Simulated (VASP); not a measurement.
Runs of VASP 6.6.1 on Co. The structure is that of space group Fm-3m (No. 225), or close to it. The cells are those of the table. 

| potentials or basis | cell | k mesh | cutoff (eV) | second run | gap on the mesh (eV) | pressure (GPa) |
| --- | --- | --- | --- | --- | --- | --- |
| VASP PAW LDA potentials, release 64 (Co) | a = 2.387 Å, angles 60.0°, 1 atom | 26 × 26 × 26 | 520 | - | none | -0.8 |
| VASP PAW LDA potentials, release 64 (Co) | a = 2.418 Å, angles 60.0°, 1 atom | 18 × 18 × 18 | 520 | - | none | (b) |
| VASP PAW LDA potentials, release 64 (Co) | a = 2.287 Å, angles 60.0°, 1 atom | 18 × 18 × 18 | 520 | - | none | 52.2 |
| VASP PAW LDA potentials, release 64 (Co_sv) | a = 2.354 Å, angles 60.0°, 1 atom | 18 × 18 × 18 | 600 | valence_matched | none | (a) |
| VASP PAW LDA potentials, release 64 (Co) | a = 2.387 Å, angles 60.0°, 1 atom | 18 × 18 × 18 | 520 | - | none | -0.9 |
| VASP PAW LDA potentials, release 64 (Co) | a = 2.321 Å, angles 60.0°, 1 atom | 18 × 18 × 18 | 520 | - | none | (c) |
| VASP PAW LDA potentials, release 64 (Co) | a = 2.354 Å, angles 60.0°, 1 atom | 18 × 18 × 18 | 520 | - | none | 12.9 |
| VASP PAW LDA potentials, release 64 (Co) | a = 2.479 Å, angles 60.0°, 1 atom | 18 × 18 × 18 | 520 | - | none | -27.2 |

Alike in all rows: task single point; level LDA; no spin polarisation; smearing fermi-dirac 0.1 eV.

Question: Fill in the values left out.

Answer: (a) 10.6; (b) -11.8; (c) 30.3.

Caveats: the run has no spin polarisation, though such a crystal can be magnetic.

A gap of «none» marks levels without a gap at the run's occupations.

The runs don't all hold the same shells in valence.
